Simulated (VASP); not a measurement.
# Cr (Fd-3m) in VASP: a series of runs, part 2 of 2

VASP 6.6.1. Earlier steps stand in the parts before.

**3. Single point, PBE, collinear spin, ferromagnetic start**

This run uses another cell than the first one, of 16.55 Å³/atom, 1.088 times its volume.

INCAR reads:

```
ALGO = Normal
EDIFF = 1E-6
ENCUT = 520
GGA = PE
ISIF = 2
ISMEAR = -1
ISPIN = 2
LASPH = T
LCHARG = F
LMAXMIX = 4
LORBIT = 11
LREAL = F
LWAVE = F
MAGMOM = 3 3
NBANDS = 23
NELM = 150
PREC = Accurate
SIGMA = 0.05
```

KPOINTS reads:

```
k-points
0
Gamma
  8 8 8
```

POSCAR reads:

```
Cr
1.0
    0.0000000000      2.5484937524      2.5484937524
    2.5484937524      0.0000000000      2.5484937524
    2.5484937524      2.5484937524      0.0000000000
Cr
2
Direct
    0.0000000000      0.0000000000      0.0000000000
    0.2500000000      0.2500000000      0.2500000000
```

Potentials or basis: VASP PAW PBE potentials, release 64 (Cr_pv).

The run is started by

```sh
$ cat potpaw_PBE.64/Cr_pv/POTCAR > POTCAR
$ mpirun -np 1 vasp_std > vasp.out
```

OUTCAR:

```text
EDIFF = 1E-6
   ENCUT = 520
   GGA = PE
   ISIF = 2
   ISMEAR = -1
   ISPIN = 2
   LASPH = T
   LORBIT = 11
   LREAL = F
   NELM = 150
   PREC = Accurate

 ion  position               nearest neighbor table
   1  0.000  0.000  0.000-   2 2.21   2 2.21   2 2.21   2 2.21
   2  0.250  0.250  0.250-   1 2.21   1 2.21   1 2.21   1 2.21

  LATTYP: Found a face centered cubic cell.
 ALAT       =     5.0969875048

  Lattice vectors:

 A1 = (   0.0000000000,   2.5484937524,   2.5484937524)
 A2 = (   2.5484937524,   0.0000000000,   2.5484937524)
 A3 = (   2.5484937524,   2.5484937524,   0.0000000000)

Analysis of symmetry for initial positions (statically):
=====================================================================
 Subroutine PRICEL returns:
 Original cell was already a primitive cell.

 Routine SETGRP: Setting up the symmetry group for a
 face centered cubic supercell.

 Subroutine GETGRP returns: Found 48 space group operations
 (whereof 24 operations were pure point group operations)
 out of a pool of 48 trial point group operations.

The static configuration has the point symmetry T_d .
 The point group associated with its full space group is O_h .

Analysis of symmetry for dynamics (positions and initial velocities):
=====================================================================
 Subroutine PRICEL returns:
 Original cell was already a primitive cell.

 Routine SETGRP: Setting up the symmetry group for a
 face centered cubic supercell.

 Subroutine GETGRP returns: Found 48 space group operations
 (whereof 24 operations were pure point group operations)
 out of a pool of 48 trial point group operations.

The dynamic configuration has the point symmetry T_d .
 The point group associated with its full space group is O_h .

Analysis of structural, dynamic, and magnetic symmetry:
=====================================================================
 Subroutine PRICEL returns:
 Original cell was already a primitive cell.

 Routine SETGRP: Setting up the symmetry group for a
 face centered cubic supercell.
[... 144 lines left out ...]

 number of electron      24.0000012 magnetization      -0.0038874

 Free energy of the ion-electron system (eV)
  ---------------------------------------------------
  ext. energy  EPLUGINS =         0.00000000
  ---------------------------------------------------
  free energy    TOTEN  =       -14.73180000 eV

  energy without entropy =      -14.69923062  energy(sigma->0) =      -14.71551531

 E-fermi :   6.2677     XC(G=0): -11.3176

 val. band max:        6.2376986594   @ k =  -0.2500   0.5000   0.2500
 cond. band min:       6.2705691217   @ k =  -0.2500   0.2500   0.0000
 fundamental gap:      0.0328704623
 Fermi energy:         6.2677003169

 spin component 1

 k-point     1 :       0.0000    0.0000    0.0000
  band No.  band energies     occupation
      1     -36.3870      1.00000
      2     -36.3870      1.00000
      3     -36.3870      1.00000
      4     -35.5879      1.00000
      5     -35.5879      1.00000
      6     -35.5879      1.00000
[... 613 lines left out ...]
     22      14.6358      0.00000
     23      18.7874      0.00000

 [... further k-points ...]

 spin component 2

 k-point     1 :       0.0000    0.0000    0.0000
  band No.  band energies     occupation
      1     -36.3884      1.00000
      2     -36.3884      1.00000
      3     -36.3884      1.00000
      4     -35.5893      1.00000
      5     -35.5893      1.00000
      6     -35.5893      1.00000
[... 613 lines left out ...]
     22      14.6341      0.00000
     23      18.7862      0.00000

 [... further k-points ...]
[... 5 lines left out ...]
  --------------------------------------------------------------------------------------
  -------------------------------------------------------------------------------------
  Total        0.0431727      0.0431727      0.0431727     -0.0000000      0.0000000      0.0000000
  in kB        2.0894820      2.0894820      2.0894820     -0.0000000      0.0000000      0.0000000
  external PRESSURE =       2.0894820 kB  Pullay stress =       0.0000000 kB

 VOLUME and BASIS-vectors are now :
 -----------------------------------------------------------------------------
  energy-cutoff  :      520.00
  volume of cell :       33.10
      direct lattice vectors                 reciprocal lattice vectors
     0.000000000  2.548493752  2.548493752    -0.196194320  0.196194320  0.196194320
     2.548493752  0.000000000  2.548493752     0.196194320 -0.196194320  0.196194320
     2.548493752  2.548493752  0.000000000     0.196194320  0.196194320 -0.196194320

 POSITION                                       TOTAL-FORCE (eV/Angst)
 -----------------------------------------------------------------------------------
      0.00000      0.00000      0.00000         0.000000      0.000000      0.000000
      1.27425      1.27425      1.27425        -0.000000     -0.000000     -0.000000
 -----------------------------------------------------------------------------------
    total drift:                                0.000000      0.000000      0.000000

  FREE ENERGIE OF THE ION-ELECTRON SYSTEM (eV)
  ---------------------------------------------------
  free  energy   TOTEN  =       -14.7317999987 eV

  energy  without entropy=      -14.6992306184  energy(sigma->0) =      -14.71551531

 total charge

# of ion       s       p       d       tot
------------------------------------------
    1        0.482   6.185   4.463  11.130
    2        0.482   6.185   4.463  11.130
--------------------------------------------------
tot          0.964  12.371   8.926  22.260

 magnetization (x)

# of ion       s       p       d       tot
------------------------------------------
    1       -0.000  -0.000  -0.001  -0.001
    2       -0.000  -0.000  -0.001  -0.001
--------------------------------------------------
tot         -0.000  -0.000  -0.002  -0.002
```

Wall time 22 s (1 thread of Intel Xeon 6975P-C (Granite Rapids), shared host); peak memory 0.18 GiB.

Results:

```
Free energy                                           : -14.7318 eV
Pressure                                              : 0.2 GPa
Band gap on the k mesh                                : zero (filled and empty bands overlap)
Net moment                                            : 0.00 μB per cell
Valence electrons inside the program's atomic spheres : Cr 11.13
```

Caveat: the starting moments collapsed, and a magnetic state may lie lower.
